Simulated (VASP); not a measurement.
# Y (Fm-3m) in VASP: settings compared, part 2 of 2

VASP 6.6.1. Earlier steps stand in the parts before.

## Step 4: Relaxation of cell and atoms, PBE+D4

File INCAR:

```
PREC = Accurate
ENCUT = 600
EDIFF = 1E-7
ISMEAR = -1
SIGMA = 0.05
LREAL = F
LASPH = T
NELM = 60
ALGO = Normal
ISIF = 3
LWAVE = F
LCHARG = F
GGA = PE
IVDW = 13
IBRION = 2
NSW = 60
EDIFFG = -0.01
```

File KPOINTS:

```
Automatic mesh
0
Gamma
  9 9 9
```

File POSCAR:

```
Y
1.0
    0.0000000000      2.5519910612      2.5519910612
    2.5519910612      0.0000000000      2.5519910612
    2.5519910612      2.5519910612      0.0000000000
Y
1
Direct
    0.0000000000      0.0000000000      0.0000000000
```

Potentials or basis: VASP PAW PBE potentials, release 64 (Y_sv).

Launch:

```sh
$ cat potpaw_PBE.64/Y_sv/POTCAR > POTCAR
$ mpirun -np 1 vasp_std > vasp.out
```

OUTCAR:

```text
PREC = Accurate
   ENCUT = 600
   EDIFF = 1E-7
   ISMEAR = -1
   LREAL = F
   LASPH = T
   NELM = 60
   ISIF = 3
   GGA = PE
   IVDW = 13
   IBRION = 2
   NSW = 60
   EDIFFG = -0.01

 ion  position               nearest neighbor table
   1  0.000  0.000  0.000-

  LATTYP: Found a face centered cubic cell.
 ALAT       =     5.1039821224

  Lattice vectors:

 A1 = (   0.0000000000,   2.5519910612,   2.5519910612)
 A2 = (   2.5519910612,   0.0000000000,   2.5519910612)
 A3 = (   2.5519910612,   2.5519910612,   0.0000000000)

Analysis of symmetry for initial positions (statically):
=====================================================================
 Subroutine PRICEL returns:
 Original cell was already a primitive cell.

 Routine SETGRP: Setting up the symmetry group for a
 face centered cubic supercell.

 Subroutine GETGRP returns: Found 48 space group operations
 (whereof 48 operations were pure point group operations)
 out of a pool of 48 trial point group operations.

The static configuration has the point symmetry O_h .

Analysis of symmetry for dynamics (positions and initial velocities):
=====================================================================
 Subroutine PRICEL returns:
 Original cell was already a primitive cell.

 Routine SETGRP: Setting up the symmetry group for a
 face centered cubic supercell.

 Subroutine GETGRP returns: Found 48 space group operations
 (whereof 48 operations were pure point group operations)
 out of a pool of 48 trial point group operations.

The dynamic configuration has the point symmetry O_h .

 Subroutine INISYM returns: Found 48 space group operations
 (whereof 48 operations are pure point group operations),
 and found     1 'primitive' translations

----------------------------------------------------------------------------------------

                                     Primitive cell

  volume of cell :      33.2405

  direct lattice vectors                    reciprocal lattice vectors
     0.000000000  2.551991061  2.551991061    -0.195925451  0.195925451  0.195925451
     2.551991061  0.000000000  2.551991061     0.195925451 -0.195925451  0.195925451
     2.551991061  2.551991061  0.000000000     0.195925451  0.195925451 -0.195925451

  length of vectors
     3.609060370  3.609060370  3.609060370     0.339352836  0.339352836  0.339352836

  position of ions in fractional coordinates (direct lattice)
     0.000000000  0.000000000  0.000000000

  ion indices of the primitive-cell ions
   primitive index   ion index
                 1           1

----------------------------------------------------------------------------------------

 KPOINTS: Automatic mesh

Automatic generation of k-mesh.
 Grid dimensions read from file:
 generate k-points for:    9    9    9

 Generating k-lattice:

  Cartesian coordinates                     Fractional coordinates (reciprocal lattice)
    -0.021769495  0.021769495  0.021769495     0.111111111  0.000000000  0.000000000
     0.021769495 -0.021769495  0.021769495     0.000000000  0.111111111  0.000000000
     0.021769495  0.021769495 -0.021769495     0.000000000  0.000000000  0.111111111

  Length of vectors
     0.037705871  0.037705871  0.037705871

  Shift w.r.t. Gamma in fractional coordinates (k-lattice)
     0.000000000  0.000000000  0.000000000

 Subroutine IBZKPT returns following result:
 ===========================================

 Found     35 irreducible k-points:

 Following reciprocal coordinates:
            Coordinates               Weight
  0.000000  0.000000  0.000000      1.000000
  0.111111  0.000000  0.000000      8.000000
  0.222222  0.000000  0.000000      8.000000
  0.333333  0.000000  0.000000      8.000000
  0.444444  0.000000  0.000000      8.000000
  0.111111  0.111111  0.000000      6.000000
[... 16 lines left out ...]
 -0.333333  0.333333  0.000000     12.000000
  0.444444  0.444444  0.000000      6.000000
 [... further k-points ...]
   k-points           NKPTS =     35   k-points in BZ     NKDIM =     35   number of bands    NBANDS=      9
   number of dos      NEDOS =    301   number of ions     NIONS =      1
   total plane-waves  NPLWV =  27000
   dimension x,y,z NGX =    30 NGY =   30 NGZ =   30
   dimension x,y,z NGXF=    60 NGYF=   60 NGZF=   60
   ions per type =               1
   NGX,Y,Z   is equivalent  to a cutoff of  13.82, 13.82, 13.82 a.u.
   NGXF,Y,Z  is equivalent  to a cutoff of  27.64, 27.64, 27.64 a.u.
 SYSTEM =  unknown system
   PREC   = accura    normal or accurate (medium, high low for compatibility)
   ISTART =      0    job   : 0-new  1-cont  2-samecut
   ICHARG =      2    charge: 1-file 2-atom 10-const
   ISPIN  =      1    spin polarized calculation?
   LNONCOLLINEAR =      F non collinear calculations
   LSORBIT =      F    spin-orbit coupling
   LASPH  =      T    aspherical Exc in radial PAW
   ENCUT  =  600.0 eV  44.10 Ry    6.64 a.u.   7.21  7.21  7.21*2*pi/ulx,y,z
   NELM   =     60;   NELMIN=  2; NELMDL= -5     # of ELM steps
   EDIFF  = 0.1E-06   stopping-criterion for ELM
   LREAL  =      F    real-space projection
   EDIFFG = -.1E-01   stopping-criterion for IOM
   NSW    =     60    number of steps for IOM
   IBRION =      2    ionic relax: 0-MD 1-quasi-New 2-CG
   NFREE  =      1    steps in history (QN), initial steepest desc. (CG)
   ISIF   =      3    stress and relaxation
   ISYM   =      2    0-nonsym 1-usesym 2-fastsym
   POTIM  = 0.5000    time-step for ionic-motion
   TEBEG  =    0.0;   TEEND  =   0.0 temperature during run
   PSTRESS=    0.0 pullay stress
   NELECT =      11.0000    total number of electrons
   NUPDOWN=      -1.0000    fix difference up-down
   EMIN   =  10.00;   EMAX   =-10.00  energy-range for DOS
   EFERMI =   0.00;   METHOD = LEGACY
   ISMEAR =    -1;   SIGMA  =   0.05  broadening in eV -4-tet -1-fermi 0-gaus
   EFERMI_NEDOS =   21; number of points for ismear=-14 and -15
   IALGO  =     38    algorithm
   IMIX   =      4    mixing-type and parameters
     AMIX     =   0.40;   BMIX     =  1.00
     AMIX_MAG =   1.60;   BMIX_MAG =  1.00
  volume/ion in A,a.u.               =      33.24       224.32
  Fermi-wavevector in a.u.,A,eV,Ry     =   1.132357  2.139844 17.445821  1.282232
  Thomas-Fermi vector in A             =   2.269058
   LORBIT       =      0    0 simple, 1 ext, 2 COOP (PROOUT), +10 PAW based schemes
   GGA     = PE    functional components
   LHFCALC =     F    Hartree Fock is set to
   AEXX    =    0.0000 exact exchange contribution
   IVDW    =    13    specifies the selected vdW correction
   LEPSILON=     F    determine dielectric tensor
   LRPA    =     F    only Hartree local field effects (RPA)
 conjugate gradient relaxation of ions
 non-spin polarized calculation
  energy-cutoff  :      600.00
  volume of cell :       33.24
 maximum number of plane-waves:      1125
 NGX is ok and might be reduce to    30
   NGX = 15   NGY = 15   NGZ = 15

--------------------------------------- Ionic step        1  -------------------------------------------

 number of electron      11.0000000 magnetization

 Free energy of the ion-electron system (eV)
  ---------------------------------------------------
  ext. energy  EPLUGINS =         0.00000000
  ---------------------------------------------------
  free energy    TOTEN  =        -6.41171929 eV

  energy without entropy =       -6.39774368  energy(sigma->0) =       -6.40473148

------------------------ aborting loop because EDIFF is reached ----------------------------------------

  DFT-D4 for vdW energy calculation

  Edisp (eV):   -0.23755
[... 69 lines left out ...]
--------------------------------------- Ionic step        3  -------------------------------------------

 number of electron      11.0000000 magnetization

 Free energy of the ion-electron system (eV)
  ---------------------------------------------------
  ext. energy  EPLUGINS =         0.00000000
  ---------------------------------------------------
  free energy    TOTEN  =        -6.41033780 eV

  energy without entropy =       -6.39660071  energy(sigma->0) =       -6.40346926

 E-fermi :   3.3007     XC(G=0):  -9.5939

 val. band max:        3.2815153818   @ k =  -0.4444   0.2222   0.1111
 cond. band min:       3.3216333832   @ k =  -0.3333   0.4444   0.2222
 fundamental gap:      0.0401180014
 Fermi energy:         3.3007180770

 k-point     1 :       0.0000    0.0000    0.0000
  band No.  band energies     occupation
      1     -39.3324      2.00000
      2     -19.0037      2.00000
      3     -19.0037      2.00000
      4     -19.0037      2.00000
      5      -1.5409      2.00000
      6       5.0903      0.00000
      7       5.0903      0.00000
      8       5.0903      0.00000
      9       7.1827      0.00000
[... 265 lines left out ...]
 k-point    24 :       0.4444    0.4444    0.0000
  band No.  band energies     occupation
      1     -39.2351      2.00000
      2     -19.5808      2.00000
      3     -19.2225      2.00000
      4     -19.2225      2.00000
      5       1.4445      2.00000
      6       2.3897      2.00000
      7       5.2984      0.00000
      8       8.6540      0.00000
      9       8.7218      0.00000

 [... further k-points ...]

------------------------ aborting loop because EDIFF is reached ----------------------------------------

  DFT-D4 for vdW energy calculation

  Edisp (eV):   -0.25087
[... 24 lines left out ...]
  FREE ENERGIE OF THE ION-ELECTRON SYSTEM (eV)
  ---------------------------------------------------
  free  energy   TOTEN  =        -6.6612123048 eV

  energy  without entropy=       -6.6474752108  energy(sigma->0) =       -6.65434376

 reached required accuracy - stopping structural energy minimisation
```

OSZICAR:

```text
N       E                     dE             d eps       ncg     rms          rms(c)
DAV:   1     0.217363447341E+02    0.21736E+02   -0.63132E+03   630   0.122E+03
DAV:   2    -0.556882530058E+01   -0.27305E+02   -0.26937E+02   772   0.171E+02
DAV:   3    -0.658269601607E+01   -0.10139E+01   -0.92974E+00   932   0.233E+01
DAV:   4    -0.660839067679E+01   -0.25695E-01   -0.25599E-01   837   0.329E+00
[... 29 lines left out ...]
DAV:   6    -0.641032290684E+01    0.21428E-05   -0.24833E-06   711   0.131E-02    0.200E-02
DAV:   7    -0.641033769191E+01   -0.14785E-04   -0.28229E-05  1001   0.396E-02    0.524E-03
DAV:   8    -0.641033788357E+01   -0.19166E-06   -0.63049E-07   629   0.601E-03    0.183E-03
DAV:   9    -0.641033778249E+01    0.10108E-06   -0.55785E-08   383   0.189E-03    0.444E-04
DAV:  10    -0.641033780312E+01   -0.20636E-07   -0.37989E-08   339   0.137E-03
   3 F= -.66612123E+01 E0= -.66543438E+01  d E =-.119394E-01
```

It took 37 s on 1 thread of Intel Xeon Platinum 8375C at 2.90GHz (Ice Lake), shared host; peak memory 0.2 GiB.

What came out:

```yaml
Free_energy: -6.6612 eV
Relaxed_volume: 31.44 Å³/atom
Relaxed_cell: a = 3.543 Å, b = 3.543 Å, c = 3.543 Å, α = 60.00°, β = 60.00°, γ = 60.00°
Space_group_after_relaxing_to_0.05_Å: Fm-3m (No. 225)
Energy_gained_by_relaxing: 11.9 meV/atom
Ionic_steps: 3
Pressure_after_relaxing: 0.0 GPa
Dispersion_energy_per_atom: -0.251 eV
```

The path:
```csv
step,energy change (eV),largest force (eV/Å),pressure (GPa),volume (Å³)
1,0.0000,0.0000,-2.05,33.24
2,-0.0118,0.0000,0.27,31.23
3,-0.0119,0.0000,0.00,31.44
```

Final structure:
```
Y
1.0
     0.00000    2.50514    2.50514
     2.50514    0.00000    2.50514
     2.50514    2.50514    0.00000
Y
1
Direct
  0.00000 0.00000 0.00000
```

Caveat: pairwise dispersion overbinds metals, which lowers pressure and volume.

## Step 5: Single point, PBE

This run uses another cell than the first one, of 32.41 Å³/atom, 0.975 times its volume.

File INCAR:

```
PREC     = Accurate       # precision mode
ENCUT    = 520            # plane-wave cutoff, eV
EDIFF    = 1E-6           # SCF threshold, eV
ISMEAR   = -1             # smearing method
SIGMA    = 0.05           # smearing width, eV
LREAL    = False          # projectors in reciprocal space
LASPH    = True           # aspherical terms in the spheres
NELM     = 100            # most SCF steps
ALGO     = Normal         # electronic algorithm
ISIF     = 2              # what is computed and relaxed
LWAVE    = False          # write WAVECAR
LCHARG   = True           # write CHGCAR
GGA      = PE             # functional
LELF     = True           # ELF
LVHAR    = True         
NBANDS   = 12             # bands
```

File KPOINTS:

```
regular mesh
0
Gamma
  7 7 7
```

File POSCAR:

```
Y
1.0
    0.0000000000      2.5305260613      2.5305260613
    2.5305260613      0.0000000000      2.5305260613
    2.5305260613      2.5305260613      0.0000000000
Y
1
Direct
    0.0000000000      0.0000000000      0.0000000000
```

Launch:

```sh
$ cat potpaw_PBE.64/Y_sv/POTCAR > POTCAR
$ mpirun -np 1 vasp_std > vasp.out
```

Run time: 7 s. Hardware: 1 thread of Intel Xeon 6975P-C (Granite Rapids), shared host; peak memory 0.17 GiB.

Results (log left out):

```yaml
Free_energy: -6.4171 eV
Pressure: -0.1 GPa
```

Levels at points of the mesh, in eV from the Fermi level:
| k point | band 2 | band 3 | band 4 | band 5 | band 6 | band 7 | band 8 | band 9 |
| --- | --- | --- | --- | --- | --- | --- | --- | --- |
| (0.00, 0.00, 0.00) | -22.37 | -22.37 | -22.37 | -4.77 | 1.79 | 1.79 | 1.79 | 3.80 |

## Step 6: Single point, PBE

File INCAR:

```
SYSTEM = Y
ALGO     = Normal         ! electronic algorithm
EDIFF    = 1E-6           ! SCF threshold, eV
ENCUT    = 520            ! plane-wave cutoff, eV
GGA      = PE             ! functional
ISIF     = 2              ! what is computed and relaxed
ISMEAR   = -1             ! smearing method
LASPH    = .TRUE.         ! aspherical terms in the spheres
LCHARG   = .TRUE.         ! write CHGCAR
LELF     = .TRUE.         ! ELF
LREAL    = .FALSE.        ! projectors in reciprocal space
LVHAR    = .TRUE.       
LWAVE    = .FALSE.        ! write WAVECAR
NBANDS   = 12             ! bands
NELM     = 100            ! most SCF steps
PREC     = Accurate       ! precision mode
SIGMA    = 0.05           ! smearing width, eV
```

File KPOINTS:

```
k-points
0
G
  7 7 7
  0 0 0
```

File POSCAR:

```
Y
1.0
    0.0000000000      2.5519910612      2.5519910612
    2.5519910612      0.0000000000      2.5519910612
    2.5519910612      2.5519910612      0.0000000000
Y
1
Direct
    0.0000000000      0.0000000000      0.0000000000
```

Potentials or basis: VASP PAW PBE potentials, release 64 (Y_sv).

Launch:

```sh
$ cat potpaw_PBE.64/Y_sv/POTCAR > POTCAR
$ mpirun -np 1 vasp_std > vasp.out
```

It took 9.8 s on 1 thread of Intel Xeon 6975P-C (Granite Rapids), shared host; peak memory 0.17 GiB.

Results (log left out):

- Free energy: -6.4140 eV
- Pressure: -1.1 GPa

Levels at points of the mesh, in eV from the Fermi level:
| k point | band 3 | band 4 | band 5 | band 6 | band 7 | band 8 |
| --- | --- | --- | --- | --- | --- | --- |
| (0.00, 0.00, 0.00) | -22.46 | -22.46 | -4.74 | 1.75 | 1.75 | 1.75 |

## Step 7: Overview

| task | level | cell | k mesh | cutoff (eV) | gap on the mesh (eV) | pressure (GPa) | relaxed volume (Å³/atom) |
| --- | --- | --- | --- | --- | --- | --- | --- |
| relaxation of cell and atoms | PBE | relaxed from a = 3.609 Å, angles 60.0°, 1 atom | 9 × 9 × 9 | 600 | none | 0.0 | 32.44 |
| relaxation of cell and atoms | PBE+D3(BJ) | relaxed from a = 3.609 Å, angles 60.0°, 1 atom | 9 × 9 × 9 | 600 | none | 0.0 | 31.02 |
| relaxation of cell and atoms | PBE+D4 | relaxed from a = 3.609 Å, angles 60.0°, 1 atom | 9 × 9 × 9 | 600 | none | 0.0 | 31.44 |
| single point | PBE | a = 3.579 Å, angles 60.0°, 1 atom | 7 × 7 × 7 | 520 | none | -0.1 | - |
| single point | PBE | a = 3.609 Å, angles 60.0°, 1 atom | 7 × 7 × 7 | 520 | none | -1.1 | - |

Alike in all rows: potentials or basis VASP PAW PBE potentials, release 64 (Y_sv); no spin polarisation; smearing fermi-dirac 0.05 eV.

Caveats: pairwise dispersion overbinds metals, which lowers pressure and volume (some runs).

Total energies depend on the potentials used, so only differences within one code and one set of settings carry meaning.
